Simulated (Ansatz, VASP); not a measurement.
CuO in VASP and in Ansatz

INCAR

```
SYSTEM = CuO
PREC = Accurate ; ENCUT = 520
EDIFF = 1E-6 ; ISMEAR = -1
SIGMA = 0.1 ; LREAL = .FALSE.
LASPH = .TRUE. ; NELM = 150
ALGO = Normal ; ISIF = 2
LWAVE = .FALSE. ; LCHARG = .FALSE.
ISPIN = 2 ; MAGMOM = 1 -1 0 0
LORBIT = 11 ; LMAXMIX = 4
LDAU = .TRUE. ; LDAUTYPE = 2
LDAUL = 2 -1 ; LDAUU = 4 0
LDAUJ = 0 0 ; LDAUPRINT = 1
GGA = PE ; NBANDS = 29
```

File KPOINTS:

```
regular mesh
0
G
  7 7 4
  0 0 0
```

The input POSCAR:

```
CuO
1.0
    2.3245000000     -1.7191000000      0.0000000000
    2.3245000000      1.7191000000      0.0000000000
   -0.7792200000      0.0000000000      5.1281400000
Cu O
2 2
Direct
    0.0000000000      0.5000000000      0.0000000000
    0.5000000000      0.0000000000      0.5000000000
    0.5830000000      0.4170000000      0.2500000000
    0.4170000000      0.5830000000      0.7500000000
```

Input for Ansatz:

```yaml
crystal:
  lattice:
    - [2.3245, -1.7191, 0.0]
    - [2.3245, 1.7191, 0.0]
    - [-0.77922, 0.0, 5.12814]
  atoms:
    - { symbol: Cu, position: [0.0, 0.5, 0.0], spin: 1.0 }
    - { symbol: Cu, position: [0.5, 0.0, 0.5], spin: -1.0 }
    - { symbol: O, position: [0.583, 0.417, 0.25] }
    - { symbol: O, position: [0.417, 0.583, 0.75] }
magnetization:
  spin_polarized: true
hamiltonian:
  xc: pbe
  pseudopotentials: { kind: paw }
  hubbard: { sites: [{ species: Cu, l: d, u_eff: 4.0 }] }
basis:
  ecutwfc: 420
kpoints:
  mp_grid: { grid: [7, 7, 4] }
scf:
  occupations: { method: fermi_dirac, width: 0.1 }
  lower_state_search: "off"
output:
  forces: true
  stress: true
```

Alike in both runs: task single point; functional PBE; k mesh 7 × 7 × 4; occupations fermi-dirac, width 0.1 eV; collinear spin; Hubbard terms Cu d U = 4.0 eV.

|  | VASP | Ansatz |
| --- | --- | --- |
| version | VASP 6.6.1 | Ansatz 0.2.0 |
| potentials or method | VASP PAW PBE potentials, release 64 (Cu, O), cutoff 520 eV | PAW, plane waves, scalar-relativistic |
| valence electrons in the cell | 34 | 50 |

VASP gave:

| Item | Value |
| --- | --- |
| pressure (GPa) | 2.2 |
| traceless stress, the component that is largest in VASP (GPa) | -1.99 |
| rms of the force components (eV/Å) | 0.091 |
| net moment per atom (μB) | 0.00 |
| size of the moment on the site where the two differ most (μB) | 0.57 |

Question: Which values does Ansatz return?

Answer: Pressure (GPa): 5.6; traceless stress, the component that is largest in VASP (GPa): -1.38; rms of the force components (eV/Å): 0.095; net moment per atom (μB): 0.00; size of the moment on the site where the two differ most (μB): 0.53.

Site moments also hang on the region over which each program counts them. The programs project onto different local orbitals, so the same U acts differently, and such runs can settle in different states. Atom by atom the forces differ by 0.003 eV/Å (rms over components). VASP's potentials hold 34 valence electrons a cell and Ansatz's 50, so a difference there can come from the potentials and not from the codes.
